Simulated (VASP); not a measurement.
# Au (Im-3m) in VASP: settings compared

Aim: see how the results for Au move with the level of theory and the settings. Levels: PBEsol, PBE. Tasks: relaxation of cell and atoms, single point.

Everything below comes from runs of VASP 6.6.1. Logs are shortened: lines on timing, memory, paths and dates and some standing lists are left out, and cuts for length are marked.

## 1. The cell of the first run

The structure is cubic, space group Im-3m (No. 229). The conventional cell has a = 3.315 Å, b = 3.315 Å, c = 3.315 Å, α = 90.00°, β = 90.00°, γ = 90.00°. Au (site symmetry m-3m) has 14 Au at 2.87 to 3.31 Å within 3.8 Å.

## 2. Relaxation of cell and atoms, PBEsol

INCAR

```
PREC = Accurate ; ENCUT = 600
EDIFF = 1E-6 ; ISMEAR = -1
SIGMA = 0.05 ; LREAL = F
LASPH = T ; NELM = 60
ALGO = Normal ; ISIF = 3
LWAVE = F ; LCHARG = F
GGA = PS ; IBRION = 2
NSW = 60 ; EDIFFG = -0.01
```

KPOINTS

```
Automatic mesh
0
Gamma
  11 11 11
```

POSCAR

```
Au
1.0
   -1.6572690000      1.6572690000      1.6572690000
    1.6572690000     -1.6572690000      1.6572690000
    1.6572690000      1.6572690000     -1.6572690000
Au
1
Direct
    0.0000000000      0.0000000000      0.0000000000
```

Potentials or basis: VASP PAW PBE potentials, release 64 (Au).

The run is started by

```bash
cat potpaw_PBE.64/Au/POTCAR > POTCAR
mpirun -np 1 vasp_std > vasp.out
```

OUTCAR:

```text
PREC = Accurate
   ENCUT = 600
   EDIFF = 1E-6
   ISMEAR = -1
   LREAL = F
   LASPH = T
   NELM = 60
   ISIF = 3
   GGA = PS
   IBRION = 2
   NSW = 60
   EDIFFG = -0.01

 ion  position               nearest neighbor table
   1  0.000  0.000  0.000-

  LATTYP: Found a body centered cubic cell.
 ALAT       =     3.3145380000

  Lattice vectors:

 A1 = (  -1.6572690000,   1.6572690000,   1.6572690000)
 A2 = (   1.6572690000,  -1.6572690000,   1.6572690000)
 A3 = (   1.6572690000,   1.6572690000,  -1.6572690000)

Analysis of symmetry for initial positions (statically):
=====================================================================
 Subroutine PRICEL returns:
 Original cell was already a primitive cell.

 Routine SETGRP: Setting up the symmetry group for a
 body centered cubic supercell.

 Subroutine GETGRP returns: Found 48 space group operations
 (whereof 48 operations were pure point group operations)
 out of a pool of 48 trial point group operations.

The static configuration has the point symmetry O_h .

Analysis of symmetry for dynamics (positions and initial velocities):
=====================================================================
 Subroutine PRICEL returns:
 Original cell was already a primitive cell.

 Routine SETGRP: Setting up the symmetry group for a
 body centered cubic supercell.

 Subroutine GETGRP returns: Found 48 space group operations
 (whereof 48 operations were pure point group operations)
 out of a pool of 48 trial point group operations.

The dynamic configuration has the point symmetry O_h .

 Subroutine INISYM returns: Found 48 space group operations
 (whereof 48 operations are pure point group operations),
 and found     1 'primitive' translations

----------------------------------------------------------------------------------------

                                     Primitive cell

  volume of cell :      18.2070

  direct lattice vectors                    reciprocal lattice vectors
    -1.657269000  1.657269000  1.657269000     0.000000000  0.301701172  0.301701172
     1.657269000 -1.657269000  1.657269000     0.301701172  0.000000000  0.301701172
     1.657269000  1.657269000 -1.657269000     0.301701172  0.301701172  0.000000000

  length of vectors
     2.870474110  2.870474110  2.870474110     0.426669890  0.426669890  0.426669890

  position of ions in fractional coordinates (direct lattice)
     0.000000000  0.000000000  0.000000000

  ion indices of the primitive-cell ions
   primitive index   ion index
                 1           1

----------------------------------------------------------------------------------------

 KPOINTS: Automatic mesh

Automatic generation of k-mesh.
 Grid dimensions read from file:
 generate k-points for:   11   11   11

 Generating k-lattice:

  Cartesian coordinates                     Fractional coordinates (reciprocal lattice)
     0.000000000  0.027427379  0.027427379     0.090909091  0.000000000  0.000000000
     0.027427379  0.000000000  0.027427379     0.000000000  0.090909091  0.000000000
     0.027427379  0.027427379  0.000000000     0.000000000  0.000000000  0.090909091

  Length of vectors
     0.038788172  0.038788172  0.038788172

  Shift w.r.t. Gamma in fractional coordinates (k-lattice)
     0.000000000  0.000000000  0.000000000

 Subroutine IBZKPT returns following result:
 ===========================================

 Found     56 irreducible k-points:

 Following reciprocal coordinates:
            Coordinates               Weight
  0.000000  0.000000  0.000000      1.000000
  0.090909  0.000000  0.000000     12.000000
  0.181818  0.000000  0.000000     12.000000
  0.272727  0.000000  0.000000     12.000000
  0.363636  0.000000  0.000000     12.000000
  0.454545  0.000000  0.000000     12.000000
[... 16 lines left out ...]
  0.272727  0.181818  0.090909     48.000000
  0.363636  0.181818  0.090909     24.000000
 [... further k-points ...]
   k-points           NKPTS =     56   k-points in BZ     NKDIM =     56   number of bands    NBANDS=      9
   number of dos      NEDOS =    301   number of ions     NIONS =      1
   total plane-waves  NPLWV =  13824
   dimension x,y,z NGX =    24 NGY =   24 NGZ =   24
   dimension x,y,z NGXF=    48 NGYF=   48 NGZF=   48
   ions per type =               1
   NGX,Y,Z   is equivalent  to a cutoff of  13.90, 13.90, 13.90 a.u.
   NGXF,Y,Z  is equivalent  to a cutoff of  27.80, 27.80, 27.80 a.u.
 SYSTEM =  unknown system
   PREC   = accura    normal or accurate (medium, high low for compatibility)
   ISTART =      0    job   : 0-new  1-cont  2-samecut
   ICHARG =      2    charge: 1-file 2-atom 10-const
   ISPIN  =      1    spin polarized calculation?
   LNONCOLLINEAR =      F non collinear calculations
   LSORBIT =      F    spin-orbit coupling
   LASPH  =      T    aspherical Exc in radial PAW
   ENCUT  =  600.0 eV  44.10 Ry    6.64 a.u.   5.73  5.73  5.73*2*pi/ulx,y,z
   NELM   =     60;   NELMIN=  2; NELMDL= -5     # of ELM steps
   EDIFF  = 0.1E-05   stopping-criterion for ELM
   LREAL  =      F    real-space projection
   EDIFFG = -.1E-01   stopping-criterion for IOM
   NSW    =     60    number of steps for IOM
   IBRION =      2    ionic relax: 0-MD 1-quasi-New 2-CG
   NFREE  =      1    steps in history (QN), initial steepest desc. (CG)
   ISIF   =      3    stress and relaxation
   ISYM   =      2    0-nonsym 1-usesym 2-fastsym
   POTIM  = 0.5000    time-step for ionic-motion
   TEBEG  =    0.0;   TEEND  =   0.0 temperature during run
   PSTRESS=    0.0 pullay stress
   NELECT =      11.0000    total number of electrons
   NUPDOWN=      -1.0000    fix difference up-down
   EMIN   =  10.00;   EMAX   =-10.00  energy-range for DOS
   EFERMI =   0.00;   METHOD = LEGACY
   ISMEAR =    -1;   SIGMA  =   0.05  broadening in eV -4-tet -1-fermi 0-gaus
   EFERMI_NEDOS =   21; number of points for ismear=-14 and -15
   IALGO  =     38    algorithm
   IMIX   =      4    mixing-type and parameters
     AMIX     =   0.40;   BMIX     =  1.00
     AMIX_MAG =   1.60;   BMIX_MAG =  1.00
  volume/ion in A,a.u.               =      18.21       122.87
  Fermi-wavevector in a.u.,A,eV,Ry     =   1.383968  2.615320 26.060157  1.915367
  Thomas-Fermi vector in A             =   2.508516
   LORBIT       =      0    0 simple, 1 ext, 2 COOP (PROOUT), +10 PAW based schemes
   GGA     = PS    functional components
   LHFCALC =     F    Hartree Fock is set to
   AEXX    =    0.0000 exact exchange contribution
   IVDW    =     0    specifies the selected vdW correction
   LEPSILON=     F    determine dielectric tensor
   LRPA    =     F    only Hartree local field effects (RPA)
 conjugate gradient relaxation of ions
 non-spin polarized calculation
  energy-cutoff  :      600.00
  volume of cell :       18.21
 maximum number of plane-waves:       621
   NGX = 11   NGY = 11   NGZ = 11

--------------------------------------- Ionic step        1  -------------------------------------------

 number of electron      10.9999998 magnetization

 Free energy of the ion-electron system (eV)
  ---------------------------------------------------
  ext. energy  EPLUGINS =         0.00000000
  ---------------------------------------------------
  free energy    TOTEN  =        -3.86168111 eV

  energy without entropy =       -3.85576485  energy(sigma->0) =       -3.85872298

------------------------ aborting loop because EDIFF is reached ----------------------------------------

  FORCE on cell =-STRESS in cart. coord.  units (eV):
  Direction    XX          YY          ZZ          XY          YZ          ZX
  --------------------------------------------------------------------------------------
  -------------------------------------------------------------------------------------
  Total       -1.0218283     -1.0218283     -1.0218283      0.0000000      0.0000000      0.0000000
  in kB      -89.9185891    -89.9185891    -89.9185891      0.0000000      0.0000000      0.0000000
  external PRESSURE =     -89.9185891 kB  Pullay stress =       0.0000000 kB
[... 20 lines left out ...]
  energy  without entropy=       -3.8557648499  energy(sigma->0) =       -3.85872298

--------------------------------------- Ionic step        2  -------------------------------------------

 number of electron      11.0000001 magnetization

 E-fermi :  10.6149     XC(G=0): -13.3979

 val. band max:       10.5958149684   @ k =  -0.3636   0.3636   0.2727
 cond. band min:      10.6678313379   @ k =  -0.3636   0.4545   0.0909
 fundamental gap:      0.0720163695
 Fermi energy:        10.6148573410

 k-point     1 :       0.0000    0.0000    0.0000
  band No.  band energies     occupation
      1      -0.0783      2.00000
      2       5.4148      2.00000
      3       5.4148      2.00000
      4       5.4148      2.00000
      5       7.6497      2.00000
      6       7.6497      2.00000
      7      27.2492      0.00000
      8      27.2492      0.00000
      9      27.2492      0.00000
[... 343 lines left out ...]
  energy  without entropy=       -3.8904972279  energy(sigma->0) =       -3.89323610

--------------------------------------- Ionic step        4  -------------------------------------------

 number of electron      11.0000001 magnetization

 Free energy of the ion-electron system (eV)
  ---------------------------------------------------
  ext. energy  EPLUGINS =         0.00000000
  ---------------------------------------------------
  free energy    TOTEN  =        -3.89599224 eV

  energy without entropy =       -3.89053951  energy(sigma->0) =       -3.89326588

 E-fermi :   9.0942     XC(G=0): -12.8749

 val. band max:        9.0855053068   @ k =  -0.3636   0.3636   0.2727
 cond. band min:       9.1203869583   @ k =  -0.3636   0.4545   0.0909
 fundamental gap:      0.0348816515
 Fermi energy:         9.0942181674

 k-point     1 :       0.0000    0.0000    0.0000
  band No.  band energies     occupation
      1      -0.6424      2.00000
      2       4.4059      2.00000
      3       4.4059      2.00000
      4       4.4059      2.00000
      5       6.3507      2.00000
      6       6.3507      2.00000
      7      25.7454      0.00000
      8      25.7454      0.00000
      9      25.7454      0.00000
[... 304 lines left out ...]
  FREE ENERGIE OF THE ION-ELECTRON SYSTEM (eV)
  ---------------------------------------------------
  free  energy   TOTEN  =        -3.8959922441 eV

  energy  without entropy=       -3.8905395136  energy(sigma->0) =       -3.89326588

 reached required accuracy - stopping structural energy minimisation
```

Run time: 16 s. Hardware: 1 thread of Intel Xeon 6455B, shared host; peak memory 0.16 GiB.

Results:

```yaml
Free_energy: -3.8960 eV
Relaxed_volume: 17.07 Å³/atom
Relaxed_cell: a = 2.810 Å, b = 2.810 Å, c = 2.810 Å, α = 109.47°, β = 109.47°, γ = 109.47°
Space_group_after_relaxing_to_0.05_Å: Im-3m (No. 229)
Energy_gained_by_relaxing: 34.3 meV/atom
Ionic_steps: 4
Pressure_after_relaxing: 0.0 GPa
```

Step by step:
```csv
step,energy change (eV),largest force (eV/Å),pressure (GPa),volume (Å³)
1,0.0000,0.0000,-8.99,18.21
2,0.0428,0.0000,19.17,15.64
3,-0.0343,0.0000,-0.23,17.10
4,-0.0343,0.0000,-0.03,17.07
```

Final structure:
```yaml
crystal:
  lattice:
    - [-1.62214, 1.62214, 1.62214]
    - [1.62214, -1.62214, 1.62214]
    - [1.62214, 1.62214, -1.62214]
  atoms:
    - { symbol: Au, position: [0.00000, 0.00000, 0.00000] }
```

Caveat: the PAW data sets were made with another functional, which shifts forces and pressure a little; spin-orbit coupling is left out, which moves the levels of the heavy elements.

## 3. Single point, PBE, non-collinear spin, zero start, spin-orbit coupling

INCAR

```
  PREC = Accurate
  ENCUT = 520
  EDIFF = 1E-6
  ISMEAR = -1
  SIGMA = 0.05
  LREAL = F
  LASPH = T
  NELM = 150
  ALGO = Normal
  ISIF = 2
  LWAVE = F
  LCHARG = T
  LNONCOLLINEAR = T
  MAGMOM = 0 0 0
  LORBIT = 11
  LSORBIT = T
  GGA_COMPAT = F
  LORBMOM = T
  LMAXMIX = 4
  GGA = PE
  LVHAR = T
  NBANDS = 22
```

KPOINTS

```
Automatic mesh
0
Gamma
  8 8 8
```

POSCAR is that of step 2.

Potentials or basis: VASP PAW PBE potentials, release 64 (Au).

The run is started by

```bash
cat potpaw_PBE.64/Au/POTCAR > POTCAR
mpirun -np 1 vasp_ncl > vasp.out
```

OUTCAR:

```text
PREC = Accurate
   ENCUT = 520
   EDIFF = 1E-6
   ISMEAR = -1
   LREAL = F
   LASPH = T
   NELM = 150
   ISIF = 2
   LNONCOLLINEAR = T
   LORBIT = 11
   LSORBIT = T
   GGA = PE

 ion  position               nearest neighbor table
   1  0.000  0.000  0.000-

  LATTYP: Found a body centered cubic cell.
 ALAT       =     3.3145380000

  Lattice vectors:

 A1 = (  -1.6572690000,   1.6572690000,   1.6572690000)
 A2 = (   1.6572690000,  -1.6572690000,   1.6572690000)
 A3 = (   1.6572690000,   1.6572690000,  -1.6572690000)

Analysis of symmetry for initial positions (statically):
=====================================================================
 Subroutine PRICEL returns:
 Original cell was already a primitive cell.

 Routine SETGRP: Setting up the symmetry group for a
 body centered cubic supercell.

 Subroutine GETGRP returns: Found 48 space group operations
 (whereof 48 operations were pure point group operations)
 out of a pool of 48 trial point group operations.

The static configuration has the point symmetry O_h .

Analysis of symmetry for dynamics (positions and initial velocities):
=====================================================================
 Subroutine PRICEL returns:
 Original cell was already a primitive cell.

 Routine SETGRP: Setting up the symmetry group for a
 body centered cubic supercell.

 Subroutine GETGRP returns: Found 48 space group operations
 (whereof 48 operations were pure point group operations)
 out of a pool of 48 trial point group operations.

The dynamic configuration has the point symmetry O_h .

Analysis of structural, dynamic, and magnetic symmetry:
=====================================================================
 Subroutine PRICEL returns:
 Original cell was already a primitive cell.

[... 771 lines left out ...]
  Total       -0.3041085     -0.3041085     -0.3041085     -0.0000000     -0.0000000     -0.0000000
  in kB      -26.7608606    -26.7608606    -26.7608606     -0.0000000     -0.0000000     -0.0000000
  external PRESSURE =     -26.7608606 kB  Pullay stress =       0.0000000 kB

 VOLUME and BASIS-vectors are now :
 -----------------------------------------------------------------------------
  energy-cutoff  :      520.00
  volume of cell :       18.21
      direct lattice vectors                 reciprocal lattice vectors
    -1.657269000  1.657269000  1.657269000     0.000000000  0.301701172  0.301701172
     1.657269000 -1.657269000  1.657269000     0.301701172  0.000000000  0.301701172
     1.657269000  1.657269000 -1.657269000     0.301701172  0.301701172  0.000000000

 POSITION                                       TOTAL-FORCE (eV/Angst)
 -----------------------------------------------------------------------------------
      0.00000      0.00000      0.00000        -0.000000     -0.000000      0.000000
 -----------------------------------------------------------------------------------
    total drift:                               -0.000000      0.000000     -0.000000

  FREE ENERGIE OF THE ION-ELECTRON SYSTEM (eV)
  ---------------------------------------------------
  free  energy   TOTEN  =        -3.4477183614 eV

  energy  without entropy=       -3.4383474939  energy(sigma->0) =       -3.44303293

 orbital moment (x)

 # of ion     p       d       tot
 ----------------------------------------
  1         0.000   0.000   0.000
 ----------------------------------------
            0.000   0.000   0.000

 orbital moment (y)

 # of ion     p       d       tot
 ----------------------------------------
  1         0.000  -0.000  -0.000
 ----------------------------------------
            0.000  -0.000  -0.000

 orbital moment (z)

 # of ion     p       d       tot
 ----------------------------------------
  1         0.000   0.000   0.000
 ----------------------------------------
            0.000   0.000   0.000

 Spin-Orbit-Coupling matrix elements

 Ion:    1  E_soc:     -0.5729740
 l=   1
     0.0000000    -0.0238594    -0.0238594
    -0.0238594     0.0000000    -0.0238594
    -0.0238594    -0.0238594     0.0000000
 l=   2
     0.0000000    -0.0148962     0.0000000    -0.0148962    -0.0567401
    -0.0148962     0.0000000    -0.0425550    -0.0148962    -0.0141850
     0.0000000    -0.0425550     0.0000000    -0.0425550     0.0000000
    -0.0148962    -0.0148962    -0.0425550     0.0000000    -0.0141850
    -0.0567401    -0.0141850     0.0000000    -0.0141850     0.0000000
 l=   3
     0.0000000     0.0000000     0.0000000     0.0000000     0.0000000     0.0000000     0.0000000
     0.0000000     0.0000000     0.0000000     0.0000000     0.0000000     0.0000000     0.0000000
     0.0000000     0.0000000     0.0000000     0.0000000     0.0000000     0.0000000     0.0000000
     0.0000000     0.0000000     0.0000000     0.0000000     0.0000000     0.0000000     0.0000000
     0.0000000     0.0000000     0.0000000     0.0000000     0.0000000     0.0000000     0.0000000
     0.0000000     0.0000000     0.0000000     0.0000000     0.0000000     0.0000000     0.0000000
     0.0000000     0.0000000     0.0000000     0.0000000     0.0000000     0.0000000     0.0000000

 total charge

# of ion       s       p       d       tot
------------------------------------------
    1        0.536   0.324   8.719   9.580

 magnetization (x)

# of ion       s       p       d       tot
------------------------------------------
    1       -0.000   0.000  -0.000   0.000

 magnetization (y)

# of ion       s       p       d       tot
------------------------------------------
    1       -0.000  -0.000   0.000  -0.000

 magnetization (z)

# of ion       s       p       d       tot
------------------------------------------
    1       -0.000   0.000   0.000  -0.000
```

Run time: 23 s. Hardware: 1 thread of Intel Xeon 6455B, shared host; peak memory 0.2 GiB.

Results:

```yaml
Free_energy: -3.4477 eV
Pressure: -2.7 GPa
Net_moment: 0.00 μB per cell
Valence_electrons_inside_the_program's_atomic_spheres: Au 9.58
```

Moments on the atoms (μB; x, y, z):
```
Au  0.00 0.00 0.00
```
